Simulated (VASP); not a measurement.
# Ir (Pm-3n) in VASP: a series of runs, part 2 of 2

VASP 6.6.1. Earlier steps stand in the parts before.

## (4) Relaxation of cell and atoms, PBEsol

INCAR reads:

```
ALGO = Fast ; EDIFF = 1E-7
EDIFFG = -0.01 ; ENCUT = 600
GGA = PS ; IBRION = 2
ISIF = 3 ; ISMEAR = 0
LASPH = T ; LCHARG = F
LREAL = F ; LWAVE = F
NELM = 100 ; NSW = 100
PREC = Accurate ; SIGMA = 0.1
```

KPOINTS reads:

```
k-points
0
Gamma
  8 8 8
```

POSCAR reads:

```
Ir
1.0
    4.8773957365      0.0000000000      0.0000000000
    0.0000000000      4.8773957365      0.0000000000
    0.0000000000      0.0000000000      4.8773957365
Ir
8
Direct
    0.5000000000      0.5000000000      0.5000000000
    0.0000000000      0.0000000000      0.0000000000
    0.2500000000      0.0000000000      0.5000000000
    0.5000000000      0.2500000000      0.0000000000
    0.5000000000      0.7500000000      0.0000000000
    0.7500000000      0.0000000000      0.5000000000
    0.0000000000      0.5000000000      0.7500000000
    0.0000000000      0.5000000000      0.2500000000
```

Potentials or basis: VASP PAW PBE potentials, release 64 (Ir).

Command:

```sh
> cat potpaw_PBE.64/Ir/POTCAR > POTCAR
> mpirun -np 1 vasp_std > vasp.out
```

OUTCAR:

```text
EDIFF = 1E-7
   EDIFFG = -0.01
   ENCUT = 600
   GGA = PS
   IBRION = 2
   ISIF = 3
   ISMEAR = 0
   LASPH = T
   LREAL = F
   NELM = 100
   NSW = 100
   PREC = Accurate

 ion  position               nearest neighbor table
   1  0.500  0.500  0.500-   3 2.73   4 2.73   5 2.73   6 2.73   7 2.73   8 2.73   4 2.73   5 2.73
                             3 2.73   6 2.73   7 2.73   8 2.73
   2  0.000  0.000  0.000-   3 2.73   4 2.73   5 2.73   6 2.73   7 2.73   8 2.73   3 2.73   6 2.73
                             7 2.73   8 2.73   4 2.73   5 2.73
   3  0.250  0.000  0.500-   6 2.44   6 2.44   1 2.73   2 2.73   1 2.73   2 2.73   4 2.99   5 2.99
                             4 2.99   5 2.99   8 2.99   7 2.99   8 2.99   7 2.99
   4  0.500  0.250  0.000-   5 2.44   5 2.44   1 2.73   1 2.73   2 2.73   2 2.73   3 2.99   6 2.99
                             6 2.99   3 2.99   8 2.99   7 2.99   7 2.99   8 2.99
   5  0.500  0.750  0.000-   4 2.44   4 2.44   1 2.73   1 2.73   2 2.73   2 2.73   3 2.99   6 2.99
                             6 2.99   3 2.99   8 2.99   7 2.99   7 2.99   8 2.99
   6  0.750  0.000  0.500-   3 2.44   3 2.44   1 2.73   2 2.73   1 2.73   2 2.73   4 2.99   5 2.99
                             5 2.99   4 2.99   8 2.99   7 2.99   8 2.99   7 2.99
   7  0.000  0.500  0.750-   8 2.44   8 2.44   1 2.73   2 2.73   2 2.73   1 2.73   3 2.99   4 2.99
                             5 2.99   3 2.99   6 2.99   6 2.99   4 2.99   5 2.99
   8  0.000  0.500  0.250-   7 2.44   7 2.44   1 2.73   2 2.73   2 2.73   1 2.73   3 2.99   4 2.99
                             5 2.99   3 2.99   6 2.99   6 2.99   4 2.99   5 2.99

  LATTYP: Found a simple cubic cell.
 ALAT       =     4.8773957365

  Lattice vectors:

 A1 = (   4.8773957365,   0.0000000000,   0.0000000000)
 A2 = (   0.0000000000,   4.8773957365,   0.0000000000)
 A3 = (   0.0000000000,   0.0000000000,   4.8773957365)

Analysis of symmetry for initial positions (statically):
=====================================================================
 Subroutine PRICEL returns:
 Original cell was already a primitive cell.

 Routine SETGRP: Setting up the symmetry group for a
 simple cubic supercell.

 Subroutine GETGRP returns: Found 48 space group operations
 (whereof 24 operations were pure point group operations)
 out of a pool of 48 trial point group operations.

The static configuration has the point symmetry T_h .
 The point group associated with its full space group is O_h .

Analysis of symmetry for dynamics (positions and initial velocities):
=====================================================================
 Subroutine PRICEL returns:
 Original cell was already a primitive cell.

 Routine SETGRP: Setting up the symmetry group for a
 simple cubic supercell.

 Subroutine GETGRP returns: Found 48 space group operations
 (whereof 24 operations were pure point group operations)
 out of a pool of 48 trial point group operations.

The dynamic configuration has the point symmetry T_h .
 The point group associated with its full space group is O_h .

 Subroutine INISYM returns: Found 48 space group operations
 (whereof 24 operations are pure point group operations),
 and found     1 'primitive' translations

----------------------------------------------------------------------------------------

                                     Primitive cell

  volume of cell :     116.0283

  direct lattice vectors                    reciprocal lattice vectors
     4.877395736  0.000000000  0.000000000     0.205027448  0.000000000  0.000000000
     0.000000000  4.877395736  0.000000000     0.000000000  0.205027448  0.000000000
[... 81 lines left out ...]
   total plane-waves  NPLWV =  64000
   dimension x,y,z NGX =    40 NGY =   40 NGZ =   40
   dimension x,y,z NGXF=    80 NGYF=   80 NGZF=   80
   ions per type =               8
   NGX,Y,Z   is equivalent  to a cutoff of  13.63, 13.63, 13.63 a.u.
   NGXF,Y,Z  is equivalent  to a cutoff of  27.27, 27.27, 27.27 a.u.
 SYSTEM =  unknown system
   PREC   = accura    normal or accurate (medium, high low for compatibility)
   ISTART =      0    job   : 0-new  1-cont  2-samecut
   ICHARG =      2    charge: 1-file 2-atom 10-const
   ISPIN  =      1    spin polarized calculation?
   LNONCOLLINEAR =      F non collinear calculations
   LSORBIT =      F    spin-orbit coupling
   LASPH  =      T    aspherical Exc in radial PAW
   ENCUT  =  600.0 eV  44.10 Ry    6.64 a.u.   9.74  9.74  9.74*2*pi/ulx,y,z
   NELM   =    100;   NELMIN=  2; NELMDL= -5     # of ELM steps
   EDIFF  = 0.1E-06   stopping-criterion for ELM
   LREAL  =      F    real-space projection
   EDIFFG = -.1E-01   stopping-criterion for IOM
   NSW    =    100    number of steps for IOM
   IBRION =      2    ionic relax: 0-MD 1-quasi-New 2-CG
   NFREE  =      1    steps in history (QN), initial steepest desc. (CG)
   ISIF   =      3    stress and relaxation
   ISYM   =      2    0-nonsym 1-usesym 2-fastsym
   POTIM  = 0.5000    time-step for ionic-motion
   TEBEG  =    0.0;   TEEND  =   0.0 temperature during run
   PSTRESS=    0.0 pullay stress
   NELECT =      72.0000    total number of electrons
   NUPDOWN=      -1.0000    fix difference up-down
   EMIN   =  10.00;   EMAX   =-10.00  energy-range for DOS
   EFERMI =   0.00;   METHOD = LEGACY
   ISMEAR =     0;   SIGMA  =   0.10  broadening in eV -4-tet -1-fermi 0-gaus
   EFERMI_NEDOS =   21; number of points for ismear=-14 and -15
   IALGO  =     68    algorithm
   IMIX   =      4    mixing-type and parameters
     AMIX     =   0.40;   BMIX     =  1.00
     AMIX_MAG =   1.60;   BMIX_MAG =  1.00
  volume/ion in A,a.u.               =      14.50        97.87
  Fermi-wavevector in a.u.,A,eV,Ry     =   1.396361  2.638739 26.528962  1.949824
  Thomas-Fermi vector in A             =   2.519723
   LORBIT       =      0    0 simple, 1 ext, 2 COOP (PROOUT), +10 PAW based schemes
   GGA     = PS    functional components
   LHFCALC =     F    Hartree Fock is set to
   AEXX    =    0.0000 exact exchange contribution
   IVDW    =     0    specifies the selected vdW correction
   LEPSILON=     F    determine dielectric tensor
   LRPA    =     F    only Hartree local field effects (RPA)
 conjugate gradient relaxation of ions
 non-spin polarized calculation
 RMM-DIIS sequential band-by-band and
 Gauss-broadening in eV      SIGMA  =   0.10
  energy-cutoff  :      600.00
  volume of cell :      116.03
 maximum number of plane-waves:      3912
 NGX is ok and might be reduce to    40
   NGX = 19   NGY = 19   NGZ = 19

--------------------------------------- Ionic step        1  -------------------------------------------

 number of electron      71.9999997 magnetization

 Free energy of the ion-electron system (eV)
  ---------------------------------------------------
  ext. energy  EPLUGINS =         0.00000000
  ---------------------------------------------------
  free energy    TOTEN  =       -74.10824019 eV

  energy without entropy =      -74.04264394  energy(sigma->0) =      -74.07544207

------------------------ aborting loop because EDIFF is reached ----------------------------------------

  FORCE on cell =-STRESS in cart. coord.  units (eV):
  Direction    XX          YY          ZZ          XY          YZ          ZX
  --------------------------------------------------------------------------------------
  -------------------------------------------------------------------------------------
  Total        2.7908325      2.7908325      2.7908325      0.0000000     -0.0000000     -0.0000000
  in kB       38.5372193     38.5372193     38.5372193      0.0000000     -0.0000000     -0.0000000
  external PRESSURE =      38.5372193 kB  Pullay stress =       0.0000000 kB
[... 71 lines left out ...]
--------------------------------------- Ionic step        3  -------------------------------------------

 number of electron      71.9999993 magnetization

 Free energy of the ion-electron system (eV)
  ---------------------------------------------------
  ext. energy  EPLUGINS =         0.00000000
  ---------------------------------------------------
  free energy    TOTEN  =       -74.12313140 eV

  energy without entropy =      -74.05633548  energy(sigma->0) =      -74.08973344

 E-fermi :   9.7230     XC(G=0): -13.8647

 val. band max:        9.7198482456   @ k =   0.3750   0.2500   0.1250
 cond. band min:       9.7308533799   @ k =   0.3750   0.0000   0.0000
 fundamental gap:      0.0110051343
 Fermi energy:         9.7230463326

 k-point     1 :       0.0000    0.0000    0.0000
  band No.  band energies     occupation
      1      -1.1849      2.00000
      2       1.6775      2.00000
      3       1.6775      2.00000
      4       2.9966      2.00000
      5       3.2708      2.00000
      6       3.2708      2.00000
[... 1093 lines left out ...]
     42      10.5578      0.00000
     43      10.8829      0.00000

 [... further k-points ...]
[... 5 lines left out ...]
  --------------------------------------------------------------------------------------
  -------------------------------------------------------------------------------------
  Total       -0.0428995     -0.0428995     -0.0428995     -0.0000000      0.0000000     -0.0000000
  in kB       -0.5859308     -0.5859308     -0.5859308     -0.0000000      0.0000000     -0.0000000
  external PRESSURE =      -0.5859308 kB  Pullay stress =       0.0000000 kB
[... 23 lines left out ...]
  FREE ENERGIE OF THE ION-ELECTRON SYSTEM (eV)
  ---------------------------------------------------
  free  energy   TOTEN  =       -74.1231313950 eV

  energy  without entropy=      -74.0563354751  energy(sigma->0) =      -74.08973344

 reached required accuracy - stopping structural energy minimisation
```

Run time: 4.9 min. Hardware: 1 thread of Intel Xeon 6975P-C (Granite Rapids), shared host; peak memory 0.34 GiB.

Results:

| Property | Result |
| --- | --- |
| Free energy | -74.1231 eV |
| Relaxed volume | 14.66 Å³/atom |
| Relaxed cell | a = 4.895 Å, b = 4.895 Å, c = 4.895 Å, α = 90.00°, β = 90.00°, γ = 90.00° |
| Space group after relaxing (to 0.05 Å) | Pm-3n (No. 223) |
| Energy gained by relaxing | 1.9 meV/atom |
| Ionic steps | 3 |
| Pressure after relaxing | -0.1 GPa |
| Band gap on the k mesh | zero (band 36 reaches 10.12 eV, above the bottom of band 37 at 9.49 eV) |

Step by step:
```
step  energy change (eV)  largest force (eV/Å)  pressure (GPa)  volume (Å³)
   1              0.0000                0.0000            3.85       116.03
   2              0.1741                0.0000          -12.36       121.99
   3             -0.0149                0.0000           -0.06       117.31
```

Final structure:
```
Ir
1.0
     4.89522    0.00000    0.00000
     0.00000    4.89522    0.00000
     0.00000    0.00000    4.89522
Ir
8
Cartesian
  2.4476 2.4476 2.4476
  0.0000 0.0000 0.0000
  1.2238 0.0000 2.4476
  2.4476 1.2238 0.0000
  2.4476 3.6714 0.0000
  3.6714 0.0000 2.4476
  0.0000 2.4476 3.6714
  0.0000 2.4476 1.2238
```

Caveat: the PAW data sets were made with another functional, which shifts forces and pressure a little; spin-orbit coupling is left out, which moves the levels of the heavy elements.

## (5) Summary

| task | cell | k mesh | cutoff (eV) | gap on the mesh (eV) | pressure (GPa) |
| --- | --- | --- | --- | --- | --- |
| single point | a = 4.877 Å, 8 atoms | 4 × 4 × 4 | 520 | none | 4.1 |
| single point | a = 4.890 Å, 8 atoms | 8 × 8 × 8 | 520 | none | 0.9 |
| relaxation of cell and atoms | relaxed from a = 4.877 Å, 8 atoms | 8 × 8 × 8 | 600 | none | -0.1 |

Alike in all rows: level PBEsol; potentials or basis VASP PAW PBE potentials, release 64 (Ir); no spin polarisation; smearing gaussian 0.1 eV.

Caveats: the PAW data sets were made with another functional, which shifts forces and pressure a little; spin-orbit coupling is left out, which moves the levels of the heavy elements.

Absolute energies hang on the potentials; compare differences alone.
